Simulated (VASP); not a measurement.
Wanted: the native input for a VASP 6.6.1 run.

| Item | Value |
| --- | --- |
| Task | density of states |
| Functional | PBE |
| Potentials or basis | VASP PAW PBE potentials, release 64 (Ta_pv, Mn_pv, B) |
| Cutoff | 520 eV |
| k mesh | 12 × 12 × 6 |
| Occupations | gaussian, width 0.1 eV |
| Spin | collinear spin, ferromagnetic start |
| Starting moments | [0.0, 2.35, 0.0, 0.0, 0.0, 0.0] μB |
| Dipole correction | no |
| k mesh for the DOS | 18 × 18 × 9 |
| Occupations for the DOS | tetrahedron |
| Further INCAR settings | ALGO = Normal; EDIFF = 1e-07; NBANDS = 31 |

The system is TaMnB4.

```
Ta Mn B
1.0
     3.05191    0.00000    0.00000
    -1.52596    2.64303    0.00000
     0.00000    0.00000    6.28132
Ta Mn B
1 1 4
Cartesian
  0.0000 0.0000 3.1407
  0.0000 0.0000 0.0000
  0.0000 1.7620 4.8102
  0.0000 1.7620 1.4711
  1.5260 0.8810 4.8102
  1.5260 0.8810 1.4711
```

These files were run (other wordings do the same):

POSCAR

```
TaMnB4
1.0
    3.0519134742      0.0000000000      0.0000000000
   -1.5259567371      2.6430345988      0.0000000000
    0.0000000000      0.0000000000      6.2813188335
Ta Mn B
1 1 4
Direct
    0.0000000000      0.0000000000      0.5000000000
    0.0000000000      0.0000000000      0.0000000000
    0.3333333333      0.6666666667      0.7657949874
    0.3333333333      0.6666666667      0.2342050126
    0.6666666667      0.3333333333      0.7657949874
    0.6666666667      0.3333333333      0.2342050126
```

INCAR.step1

```
ALGO = Normal ; EDIFF = 1E-7
ENCUT = 520 ; GGA = PE
ISIF = 2 ; ISMEAR = 0
ISPIN = 2 ; LASPH = T
LCHARG = T ; LMAXMIX = 4
LREAL = F ; LWAVE = F
MAGMOM = 0 2.35 0 0 0 0 ; NBANDS = 31
NELM = 150 ; PREC = Accurate
SIGMA = 0.1
```

KPOINTS.step1

```
k-points
0
Gamma
  12 12 6
```

INCAR.step2

```
ALGO = Normal ; EDIFF = 1E-7
ENCUT = 520 ; GGA = PE
ICHARG = 11 ; ISIF = 2
ISMEAR = -5 ; ISPIN = 2
LASPH = T ; LCHARG = F
LMAXMIX = 4 ; LORBIT = 11
LREAL = F ; LWAVE = F
MAGMOM = 0 2.35 0 0 0 0 ; NBANDS = 31
NEDOS = 2001 ; NELM = 150
PREC = Accurate ; SIGMA = 0.1
```

KPOINTS.step2

```
k-points
0
Gamma
  18 18 9
```

Potentials or basis: VASP PAW PBE potentials, release 64 (Ta_pv, Mn_pv, B).

Launch:

```bash
$ cat potpaw_PBE.64/Ta_pv/POTCAR potpaw_PBE.64/Mn_pv/POTCAR potpaw_PBE.64/B/POTCAR > POTCAR
$ cp INCAR.step1 INCAR
$ cp KPOINTS.step1 KPOINTS
$ mpirun -np 1 vasp_std > vasp.out
$ cp INCAR.step2 INCAR
$ cp KPOINTS.step2 KPOINTS
$ mpirun -np 1 vasp_std > vasp.out
```

It gave:

- Net moment: 2.18 μB per cell
- Site moments: Ta -0.04; Mn +2.24; B -0.00 μB
- Valence electrons inside the program's atomic spheres: Ta 9.05; Mn 11.88; B 1.99

Caveat: spin-orbit coupling is left out, which moves the levels of the heavy elements; a cell with one magnetic atom can't hold antiferromagnetic order, which such compounds often take.

It took 4.6 min on 1 thread of AMD EPYC 9R45 96-Core Processor (Zen 5) (shared host), peak memory 0.49 GiB.
